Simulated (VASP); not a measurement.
# W (Pmmn) in VASP: a series of runs, part 2 of 2

VASP 6.6.1. The steps go on from the part before.

## 3. Single point, r2SCAN (atoms displaced along a vibrational mode)

Input file POSCAR:

```
W
1.0
    0.0000000000     -2.0300000000     -2.0300000000
    0.0000000000      2.0300000000     -2.0300000000
    4.0600000000      0.0000000000      0.0000000000
W
2
Direct
    0.4651671536      0.5000000000      0.5000000000
    0.0348328464      0.0000000000      0.0000000000
```

Input file INCAR.step1:

```
PREC = Accurate
ENCUT = 550
ISMEAR = 0
SIGMA = 0.15
LREAL = F
LASPH = T
NELM = 120
NBANDS = 21
GGA = PE
ALGO = Normal
EDIFF = 1E-5
LWAVE = T
LCHARG = F
GGA_COMPAT = F
```

Input file INCAR.step2:

```
PREC = Accurate
ENCUT = 550
EDIFF = 1E-6
ISMEAR = 0
SIGMA = 0.15
LREAL = F
LASPH = T
NELM = 120
ALGO = Normal
ISIF = 2
LWAVE = F
LCHARG = T
METAGGA = R2SCAN
LMIXTAU = T
LELF = T
LVHAR = T
NBANDS = 21
ISTART = 1
GGA_COMPAT = F
```

Input file KPOINTS:

```
Automatic mesh
0
Gamma
  16 16 12
```

Potentials or basis: VASP PAW PBE potentials, release 64 (W_sv).

The run is started by

```
cat potpaw_PBE.64/W_sv/POTCAR > POTCAR
cp INCAR.step1 INCAR
mpirun -np 1 vasp_std > vasp.out
cp INCAR.step2 INCAR
mpirun -np 1 vasp_std > vasp.out
```

OUTCAR:

```text
PREC = Accurate
   ENCUT = 550
   EDIFF = 1E-6
   ISMEAR = 0
   LREAL = F
   LASPH = T
   NELM = 120
   ISIF = 2
   METAGGA = R2SCAN
   ISTART = 1

 ion  position               nearest neighbor table
   1  0.465  0.500  0.500-   2 2.78   2 2.78   2 2.78   2 2.78   2 2.98   2 2.98   2 2.98   2 2.98

   2  0.035  0.000  0.000-   1 2.78   1 2.78   1 2.78   1 2.78   1 2.98   1 2.98   1 2.98   1 2.98

  LATTYP: Found a simple tetragonal cell.
 ALAT       =     2.8708535316
 C/A-ratio  =     1.4142135624

  Lattice vectors:

 A1 = (   0.0000000000,  -2.0300000000,  -2.0300000000)
 A2 = (   0.0000000000,   2.0300000000,  -2.0300000000)
 A3 = (   4.0600000000,   0.0000000000,   0.0000000000)

Analysis of symmetry for initial positions (statically):
=====================================================================
 Subroutine PRICEL returns:
 Original cell was already a primitive cell.

 Routine SETGRP: Setting up the symmetry group for a
 simple tetragonal supercell.

 Subroutine GETGRP returns: Found  8 space group operations
[... 162 lines left out ...]
  ext. energy  EPLUGINS =         0.00000000
  ---------------------------------------------------
  free energy    TOTEN  =      -101.53132519 eV

  energy without entropy =     -101.50729423  energy(sigma->0) =     -101.51930971

 E-fermi :  10.1026     XC(G=0): -14.5910

 val. band max:       10.1014223817   @ k =  -0.1250   0.1875   0.0833
 cond. band min:      10.1046645521   @ k =   0.4375   0.3750   0.2500
 fundamental gap:      0.0032421704
 Fermi energy:        10.1026468495

 k-point     1 :       0.0000    0.0000    0.0000
  band No.  band energies     occupation
      1     -65.5514      2.00000
      2     -65.3936      2.00000
      3     -29.6158      2.00000
      4     -28.9430      2.00000
      5     -28.9178      2.00000
      6     -28.5378      2.00000
[... 565 lines left out ...]
     20      18.3603      0.00000
     21      20.6295      0.00000

 [... further k-points ...]

------------------------ aborting loop because EDIFF is reached ----------------------------------------

  FORCE on cell =-STRESS in cart. coord.  units (eV):
  Direction    XX          YY          ZZ          XY          YZ          ZX
  --------------------------------------------------------------------------------------
  -------------------------------------------------------------------------------------
  Total       -0.9893653     -1.3528341     -1.3528341      0.0000000     -1.1130601      0.0000000
  in kB      -47.3717201    -64.7749408    -64.7749408      0.0000000    -53.2943423      0.0000000
  external PRESSURE =     -58.9738672 kB  Pullay stress =       0.0000000 kB

 VOLUME and BASIS-vectors are now :
 -----------------------------------------------------------------------------
  energy-cutoff  :      550.00
  volume of cell :       33.46
      direct lattice vectors                 reciprocal lattice vectors
     0.000000000 -2.030000000 -2.030000000     0.000000000 -0.246305419 -0.246305419
     0.000000000  2.030000000 -2.030000000     0.000000000  0.246305419 -0.246305419
     4.060000000  0.000000000  0.000000000     0.246305419  0.000000000  0.000000000

 POSITION                                       TOTAL-FORCE (eV/Angst)
 -----------------------------------------------------------------------------------
      2.03000      0.07071     -1.95929         0.000000     -0.333389     -0.333389
      0.00000     -0.07071     -0.07071         0.000000      0.333389      0.333389
 -----------------------------------------------------------------------------------
    total drift:                               -0.000000     -0.000000      0.000000

  FREE ENERGIE OF THE ION-ELECTRON SYSTEM (eV)
  ---------------------------------------------------
  free  energy   TOTEN  =      -101.5313251851 eV

  energy  without entropy=     -101.5072942265  energy(sigma->0) =     -101.51930971
```

OUTCAR.step1:

```text
PREC = Accurate
   ENCUT = 550
   ISMEAR = 0
   LREAL = F
   LASPH = T
[... 801 lines left out ...]
 -----------------------------------------------------------------------------------
      2.03000      0.07071     -1.95929         0.000000     -0.375588     -0.375588
      0.00000     -0.07071     -0.07071         0.000000      0.375588      0.375588
 -----------------------------------------------------------------------------------
    total drift:                               -0.000000     -0.000000      0.000000

  FREE ENERGIE OF THE ION-ELECTRON SYSTEM (eV)
  ---------------------------------------------------
  free  energy   TOTEN  =       -24.8941761226 eV

  energy  without entropy=      -24.8673880048  energy(sigma->0) =      -24.88078206
```

OSZICAR.step1:

```text
N       E                     dE             d eps       ncg     rms          rms(c)
DAV:   1     0.278152751855E+03    0.27815E+03   -0.16301E+04 23862   0.160E+03
DAV:   2    -0.166572970585E+02   -0.29481E+03   -0.28734E+03 25638   0.468E+02
DAV:   3    -0.260341456837E+02   -0.93768E+01   -0.91595E+01 27770   0.810E+01
DAV:   4    -0.261361035264E+02   -0.10196E+00   -0.10174E+00 25554   0.880E+00
DAV:   5    -0.261371249789E+02   -0.10215E-02   -0.10214E-02 27009   0.941E-01    0.262E+01
DAV:   6    -0.251457044656E+02    0.99142E+00   -0.12553E+00 25783   0.107E+01    0.101E+01
DAV:   7    -0.249028732034E+02    0.24283E+00   -0.62317E-01 26586   0.692E+00    0.757E-01
DAV:   8    -0.248942796075E+02    0.85936E-02   -0.12827E-02 24459   0.114E+00    0.113E-01
DAV:   9    -0.248941738255E+02    0.10578E-03   -0.40527E-04 29817   0.178E-01    0.572E-02
DAV:  10    -0.248941761226E+02   -0.22971E-05   -0.27715E-05 20008   0.409E-02
   1 F= -.24894176E+02 E0= -.24880782E+02  d E =-.267881E-01
```

It took 18 min on 1 thread of Oxide Virtual Turin-like, shared host; peak memory 0.4 GiB.

Results:

| Item | Value |
| --- | --- |
| Free energy | -101.5313 eV |
| Pressure | -5.9 GPa |
| Largest force | 0.471 eV/Å |
| Band gap on the k mesh | zero (bands 14 and 15 overlap by 3.05 eV) |

Forces on the atoms (eV/Å):
```
W    0.000 -0.333 -0.333
W    0.000  0.333  0.333
```

Caveat: the cell differs from its parent crystal (atoms displaced along a vibrational mode); the cell stands under tension; the PAW data sets were made with another functional, which shifts forces and pressure a little; spin-orbit coupling is left out, which moves the levels of the heavy elements.
